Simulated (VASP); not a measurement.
# Si (C2/m) in VASP: single point with LDA

Aim: the single point of Si with LDA.

Everything below comes from runs of VASP 6.6.1. Logs are shortened: lines on timing, memory, paths and dates and some standing lists are left out, and cuts for length are marked.

### 1 The cell of the first run

It takes space group C2/m (No. 12, monoclinic). The conventional cell has a = 4.185 Å, b = 3.271 Å, c = 4.185 Å, α = 90.00°, β = 102.84°, γ = 90.00°. Si (site symmetry m) has 14 Si at 2.53 to 3.40 Å within 3.5 Å.

### 2 Single point, LDA (atoms displaced along a vibrational mode)

INCAR reads:

```
PREC     = Accurate       # precision mode
ENCUT    = 520            # plane-wave cutoff, eV
EDIFF    = 1E-7           # SCF threshold, eV
ISMEAR   = 0              # smearing method
SIGMA    = 0.15           # smearing width, eV
LREAL    = F              # projectors in reciprocal space
LASPH    = T              # aspherical terms in the spheres
NELM     = 80             # most SCF steps
ALGO     = Normal         # electronic algorithm
ISIF     = 2              # what is computed and relaxed
LWAVE    = F              # write WAVECAR
LCHARG   = F              # write CHGCAR
NBANDS   = 11             # bands
```

KPOINTS reads:

```
regular mesh
0
Gamma
  24 24 14
```

POSCAR reads:

```
Si
1.0
   -1.6356629409     -1.6356629409      1.3048122898
   -1.6356629409      1.6356629409      1.3048122898
   -3.2713258818      0.0000000000     -2.6096245796
Si
2
Direct
    0.5172868261      0.5172868261      0.5022524743
   -0.0172868261     -0.0172868261     -0.0022524743
```

Potentials or basis: VASP PAW LDA potentials, release 64 (Si).

Launch:

```sh
$ cat potpaw_LDA.64/Si/POTCAR > POTCAR
$ mpirun -np 1 vasp_std > vasp.out
```

OUTCAR:

```text
PREC = Accurate
   ENCUT = 520
   EDIFF = 1E-7
   ISMEAR = 0
   LREAL = F
   LASPH = T
   NELM = 80
   ISIF = 2

 ion  position               nearest neighbor table
   1  0.517  0.517  0.502-   2 2.53   2 2.62   2 2.62   2 2.69   2 2.70   2 2.70   2 3.14
   2  0.983  0.983  0.998-   1 2.53   1 2.62   1 2.62   1 2.69   1 2.70   1 2.70   1 3.14

  LATTYP: Found a base centered monoclinic cell.
 ALAT       =     4.1846999261
 B/A-ratio  =     0.7817348770
 C/A-ratio  =     1.0000000000
 COS(beta)  =    -0.2222188357

  Lattice vectors:

 A1 = (   1.6356629409,   1.6356629409,  -1.3048122898)
 A2 = (   1.6356629409,  -1.6356629409,  -1.3048122898)
 A3 = (  -3.2713258818,   0.0000000000,  -2.6096245796)

Analysis of symmetry for initial positions (statically):
=====================================================================
 Subroutine PRICEL returns:
 Original cell was already a primitive cell.

 Routine SETGRP: Setting up the symmetry group for a
 base centered monoclinic supercell.

 Subroutine GETGRP returns: Found  4 space group operations
 (whereof  2 operations were pure point group operations)
 out of a pool of  4 trial point group operations.

The static configuration has the point symmetry C_1h.
 The point group associated with its full space group is C_2h.

Analysis of symmetry for dynamics (positions and initial velocities):
=====================================================================
 Subroutine PRICEL returns:
 Original cell was already a primitive cell.

 Routine SETGRP: Setting up the symmetry group for a
 base centered monoclinic supercell.

 Subroutine GETGRP returns: Found  4 space group operations
 (whereof  2 operations were pure point group operations)
 out of a pool of  4 trial point group operations.

The dynamic configuration has the point symmetry C_1h.
 The point group associated with its full space group is C_2h.

 Subroutine INISYM returns: Found  4 space group operations
 (whereof  2 operations are pure point group operations),
 and found     1 'primitive' translations

----------------------------------------------------------------------------------------

                                     Primitive cell

  volume of cell :      27.9271

  direct lattice vectors                    reciprocal lattice vectors
    -1.635662941 -1.635662941  1.304812290    -0.152843226 -0.305686451  0.191598441
    -1.635662941  1.635662941  1.304812290    -0.152843226  0.305686451  0.191598441
    -3.271325882  0.000000000 -2.609624580    -0.152843226  0.000000000 -0.191598441

  length of vectors
     2.655809034  2.655809034  4.184699926     0.391810184  0.391810184  0.245093888

  position of ions in fractional coordinates (direct lattice)
     0.517286826  0.517286826  0.502252474
     0.982713174  0.982713174  0.997747526

  ion indices of the primitive-cell ions
   primitive index   ion index
                 1           1
                 2           2

----------------------------------------------------------------------------------------

 KPOINTS: regular mesh

Automatic generation of k-mesh.
 Grid dimensions read from file:
 generate k-points for:   24   24   14

 Generating k-lattice:

  Cartesian coordinates                     Fractional coordinates (reciprocal lattice)
    -0.006368468 -0.012736935  0.007983268     0.041666667  0.000000000 -0.000000000
    -0.006368468  0.012736935  0.007983268     0.000000000  0.041666667 -0.000000000
    -0.010917373  0.000000000 -0.013685603    -0.000000000 -0.000000000  0.071428571

  Length of vectors
     0.016325424  0.016325424  0.017506706

  Shift w.r.t. Gamma in fractional coordinates (k-lattice)
     0.000000000  0.000000000  0.000000000

 Subroutine IBZKPT returns following result:
 ===========================================

 Found   2114 irreducible k-points:

 Following reciprocal coordinates:
            Coordinates               Weight
  0.000000  0.000000  0.000000      1.000000
  0.041667 -0.000000  0.000000      4.000000
  0.083333 -0.000000  0.000000      4.000000
  0.125000 -0.000000  0.000000      4.000000
  0.166667 -0.000000  0.000000      4.000000
  0.208333 -0.000000  0.000000      4.000000
[... 16 lines left out ...]
  0.416667  0.041667  0.000000      4.000000
  0.458333  0.041667  0.000000      4.000000
 [... further k-points ...]
   k-points           NKPTS =   2114   k-points in BZ     NKDIM =   2114   number of bands    NBANDS=     11
   number of dos      NEDOS =    301   number of ions     NIONS =      2
   total plane-waves  NPLWV =  12800
   dimension x,y,z NGX =    20 NGY =   20 NGZ =   32
   dimension x,y,z NGXF=    40 NGYF=   40 NGZF=   64
   ions per type =               2
   NGX,Y,Z   is equivalent  to a cutoff of  12.52, 12.52, 12.71 a.u.
   NGXF,Y,Z  is equivalent  to a cutoff of  25.04, 25.04, 25.43 a.u.
 SYSTEM =  unknown system
   PREC   = accura    normal or accurate (medium, high low for compatibility)
   ISTART =      0    job   : 0-new  1-cont  2-samecut
   ICHARG =      2    charge: 1-file 2-atom 10-const
   ISPIN  =      1    spin polarized calculation?
   LNONCOLLINEAR =      F non collinear calculations
   LSORBIT =      F    spin-orbit coupling
   LASPH  =      T    aspherical Exc in radial PAW
   ENCUT  =  520.0 eV  38.22 Ry    6.18 a.u.   4.94  4.94  7.78*2*pi/ulx,y,z
   NELM   =     80;   NELMIN=  2; NELMDL= -5     # of ELM steps
   EDIFF  = 0.1E-06   stopping-criterion for ELM
   LREAL  =      F    real-space projection
   EDIFFG = 0.1E-05   stopping-criterion for IOM
   NSW    =      0    number of steps for IOM
   IBRION =     -1    ionic relax: 0-MD 1-quasi-New 2-CG
   NFREE  =      0    steps in history (QN), initial steepest desc. (CG)
   ISIF   =      2    stress and relaxation
   ISYM   =      2    0-nonsym 1-usesym 2-fastsym
   POTIM  = 0.5000    time-step for ionic-motion
   TEBEG  =    0.0;   TEEND  =   0.0 temperature during run
   PSTRESS=    0.0 pullay stress
   NELECT =       8.0000    total number of electrons
   NUPDOWN=      -1.0000    fix difference up-down
   EMIN   =  10.00;   EMAX   =-10.00  energy-range for DOS
   EFERMI =   0.00;   METHOD = LEGACY
   ISMEAR =     0;   SIGMA  =   0.15  broadening in eV -4-tet -1-fermi 0-gaus
   EFERMI_NEDOS =   21; number of points for ismear=-14 and -15
   IALGO  =     38    algorithm
   IMIX   =      4    mixing-type and parameters
     AMIX     =   0.40;   BMIX     =  1.00
     AMIX_MAG =   1.60;   BMIX_MAG =  1.00
  volume/ion in A,a.u.               =      13.96        94.23
  Fermi-wavevector in a.u.,A,eV,Ry     =   1.079186  2.039366 15.845920  1.164642
  Thomas-Fermi vector in A             =   2.215144
   LORBIT       =      0    0 simple, 1 ext, 2 COOP (PROOUT), +10 PAW based schemes
   GGA     = CA    functional components
   LHFCALC =     F    Hartree Fock is set to
   AEXX    =    0.0000 exact exchange contribution
   IVDW    =     0    specifies the selected vdW correction
   LEPSILON=     F    determine dielectric tensor
   LRPA    =     F    only Hartree local field effects (RPA)
 non-spin polarized calculation
 Gauss-broadening in eV      SIGMA  =   0.15
  energy-cutoff  :      520.00
  volume of cell :       27.93
 maximum number of plane-waves:       770
   NGX =  9   NGY =  9   NGZ = 15

 number of electron       8.0000000 magnetization

 Free energy of the ion-electron system (eV)
  ---------------------------------------------------
  ext. energy  EPLUGINS =         0.00000000
  ---------------------------------------------------
  free energy    TOTEN  =       -11.12956201 eV

  energy without entropy =      -11.12056580  energy(sigma->0) =      -11.12506390

 E-fermi :  10.5383     XC(G=0): -11.3948

 val. band max:       10.5382668800   @ k =  -0.4167  -0.4583   0.1429
 cond. band min:      10.5417194317   @ k =  -0.4167   0.4167   0.3571
 fundamental gap:      0.0034525517
 Fermi energy:        10.5382756049

 k-point     1 :       0.0000    0.0000    0.0000
  band No.  band energies     occupation
      1      -4.1501      2.00000
      2       4.1616      2.00000
      3       4.5905      2.00000
      4      15.2899      0.00000
      5      16.8015      0.00000
      6      16.9810      0.00000
      7      19.6657      0.00000
      8      19.9505      0.00000
      9      20.3771      0.00000
     10      20.4948      0.00000
     11      23.2686      0.00000

 k-point     2 :       0.0417   -0.0000    0.0000
  band No.  band energies     occupation
      1      -4.1117      2.00000
      2       4.1456      2.00000
      3       4.6795      2.00000
      4      14.7762      0.00000
      5      16.1557      0.00000
      6      17.8511      0.00000
      7      19.0136      0.00000
      8      20.1171      0.00000
      9      20.3437      0.00000
     10      21.1963      0.00000
     11      23.2964      0.00000

 k-point     3 :       0.0833   -0.0000    0.0000
  band No.  band energies     occupation
      1      -3.9962      2.00000
      2       4.1381      2.00000
      3       4.9052      2.00000
      4      13.5379      0.00000
      5      15.9389      0.00000
      6      17.8726      0.00000
      7      18.5195      0.00000
      8      20.1295      0.00000
      9      21.1987      0.00000
     10      21.9386      0.00000
     11      22.9442      0.00000

 k-point     4 :       0.1250   -0.0000    0.0000
  band No.  band energies     occupation
      1      -3.8040      2.00000
      2       4.1797      2.00000
      3       5.2264      2.00000
      4      12.1429      0.00000
      5      15.8510      0.00000
      6      16.6960      0.00000
      7      19.0333      0.00000
      8      19.9249      0.00000
      9      21.7175      0.00000
     10      22.5930      0.00000
     11      22.8615      0.00000

 k-point     5 :       0.1667   -0.0000    0.0000
  band No.  band energies     occupation
      1      -3.5352      2.00000
      2       4.2830      2.00000
      3       5.6282      2.00000
      4      10.7477      0.04828
      5      15.5187      0.00000
      6      15.8171      0.00000
      7      19.4415      0.00000
      8      19.8322      0.00000
      9      20.6966      0.00000
     10      23.0921      0.00000
     11      23.8725      0.00000
[... 211 lines left out ...]
 k-point    21 :       0.3333    0.0417    0.0000
  band No.  band energies     occupation
      1      -1.7963      2.00000
      2       4.8850      2.00000
      3       6.1589      2.00000
      4       8.0605      2.00000
      5      11.6681      0.00000
      6      15.8638      0.00000
      7      17.3927      0.00000
      8      18.4536      0.00000
      9      20.6615      0.00000
     10      21.5477      0.00000
     11      22.2389      0.00000

 k-point    22 :       0.3750    0.0417    0.0000
  band No.  band energies     occupation
      1      -1.1689      2.00000
      2       4.3907      2.00000
      3       5.9601      2.00000
      4       8.7970      2.00000
      5      10.7219      0.08341
      6      14.7218      0.00000
      7      17.5314      0.00000
      8      17.8610      0.00000
      9      20.7622      0.00000
     10      21.5063      0.00000
     11      22.5394      0.00000

 k-point    23 :       0.4167    0.0417    0.0000
  band No.  band energies     occupation
      1      -0.4694      2.00000
      2       3.4405      2.00000
      3       6.3493      2.00000
      4       9.5432      2.00000
      5       9.9004      2.00000
      6      13.6040      0.00000
      7      17.1970      0.00000
      8      17.7871      0.00000
      9      20.5944      0.00000
     10      21.5751      0.00000
     11      23.2548      0.00000

 k-point    24 :       0.4583    0.0417    0.0000
  band No.  band energies     occupation
      1       0.2988      2.00000
      2       2.4680      2.00000
      3       6.8974      2.00000
      4       8.9881      2.00000
      5      10.5118      1.19699
      6      12.5319      0.00000
      7      16.6582      0.00000
      8      17.9481      0.00000
      9      20.4341      0.00000
     10      21.7350      0.00000
     11      24.1299      0.00000

 [... further k-points ...]

------------------------ aborting loop because EDIFF is reached ----------------------------------------

  FORCE on cell =-STRESS in cart. coord.  units (eV):
  Direction    XX          YY          ZZ          XY          YZ          ZX
  --------------------------------------------------------------------------------------
  -------------------------------------------------------------------------------------
  Total       -0.0242131      0.0220285      0.1068546      0.0000000      0.0000000      0.0326752
  in kB       -1.3891041      1.2637779      6.1302517      0.0000000      0.0000000      1.8745758
  external PRESSURE =       2.0016418 kB  Pullay stress =       0.0000000 kB

 VOLUME and BASIS-vectors are now :
 -----------------------------------------------------------------------------
  energy-cutoff  :      520.00
  volume of cell :       27.93
      direct lattice vectors                 reciprocal lattice vectors
    -1.635662941 -1.635662941  1.304812290    -0.152843226 -0.305686451  0.191598441
    -1.635662941  1.635662941  1.304812290    -0.152843226  0.305686451  0.191598441
    -3.271325882  0.000000000 -2.609624580    -0.152843226  0.000000000 -0.191598441

 POSITION                                       TOTAL-FORCE (eV/Angst)
 -----------------------------------------------------------------------------------
     -3.33525      0.00000      0.03923         0.033309      0.000000     -0.031031
     -6.47873      0.00000     -0.03923        -0.033309      0.000000      0.031031
 -----------------------------------------------------------------------------------
    total drift:                                0.000000      0.000000      0.000000

  FREE ENERGIE OF THE ION-ELECTRON SYSTEM (eV)
  ---------------------------------------------------
  free  energy   TOTEN  =       -11.1295620090 eV

  energy  without entropy=      -11.1205657975  energy(sigma->0) =      -11.12506390
```

It took 4.6 min on 1 thread of Intel Xeon Platinum 8259CL at 2.50GHz (Skylake/Cascade Lake), shared host; peak memory 0.55 GiB.

Results:

```
Free energy            : -11.1296 eV
Pressure               : 0.2 GPa
Largest force          : 0.046 eV/Å
Band gap on the k mesh : zero (bands 4 and 5 overlap by 8.81 eV)
```

Forces on the atoms (eV/Å):
```
Si   0.033  0.000 -0.031
Si  -0.033  0.000  0.031
```

Stress tensor (GPa, compression positive):
```
-0.14  0.00  0.19
 0.00  0.13  0.00
 0.19  0.00  0.61
```

Levels at points of the mesh, in eV from the Fermi level:
| k point | band 2 | band 3 | band 4 | band 5 | band 6 | band 7 |
| --- | --- | --- | --- | --- | --- | --- |
| (0.00, 0.00, 0.00) | -6.38 | -5.95 | 4.75 | 6.26 | 6.44 | 9.13 |
| (0.50, 0.00, 0.00) | -9.10 | -2.83 | -2.54 | 0.78 | 1.04 | 6.72 |
| (0.50, 0.50, 0.00) | -5.96 | -2.50 | -2.48 | -1.76 | 1.13 | 4.66 |
| (0.00, 0.00, 0.50) | -12.47 | 3.86 | 3.90 | 5.33 | 5.72 | 7.20 |
| (0.50, 0.00, 0.50) | -7.42 | -6.37 | -5.92 | 4.79 | 6.26 | 6.41 |
| (0.50, 0.50, 0.50) | -6.01 | -2.51 | -1.96 | -0.61 | -0.43 | 1.64 |

Caveat: the cell differs from its parent crystal (atoms displaced along a vibrational mode).
